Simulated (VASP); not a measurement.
**AgBiTeSe: single point with PBEsol**

AgBiTeSe:

```
Ag Bi Te Se
1.0
     4.20219    0.00000    0.00000
     0.00000    4.20219    0.00000
     0.00000    0.00000    6.29225
Ag Bi Te Se
1 1 1 1
Cartesian
  0.0000 0.0000 0.0000
  2.1011 2.1011 3.1461
  2.1011 2.1011 0.0000
  0.0000 0.0000 3.1461
```

```json
{"Program": "VASP 6.6.1", "Task": "single point", "Functional": "PBEsol", "Potentials or basis": "VASP PAW PBE potentials, release 64 (Ag, Bi_d, Te, Se)", "Cutoff": "520 eV", "k mesh": "6 × 6 × 4", "Occupations": "fermi-dirac, width 0.05 eV", "Spin": "no spin polarisation"}
```

The pressure is -3.3 GPa and the band gap on the k mesh is zero (band 19 reaches 5.97 eV, above the bottom of band 20 at 5.35 eV).

Stress tensor (GPa, compression positive):
```
-4.11  0.00  0.00
 0.00 -4.11  0.00
 0.00  0.00 -1.59
```

Levels at points of the mesh, in eV from the Fermi level:
```tsv
k point	band 17	band 18	band 19	band 20	band 21	band 22
(0.00, 0.00, 0.00)	-1.32	-0.99	-0.99	0.96	3.53	3.78
(0.50, 0.00, 0.00)	-2.11	-1.42	-0.43	-0.36	1.41	4.04
(0.50, 0.50, 0.00)	-2.82	-2.82	-2.33	0.13	3.75	3.75
(0.00, 0.00, 0.50)	-1.68	-1.21	-1.21	0.13	3.11	3.56
(0.50, 0.00, 0.50)	-0.78	-0.41	-0.39	-0.31	-0.09	0.85
(0.50, 0.50, 0.50)	-3.24	-2.32	-0.76	0.29	2.12	4.50
```

It took 34 s on 1 thread of AMD EPYC 9R45 (Zen 5), with other jobs on the host, peak memory 0.24 GiB.

Caveat: the PAW data sets were made with another functional, which shifts forces and pressure a little; spin-orbit coupling is left out, which moves the levels of the heavy elements.
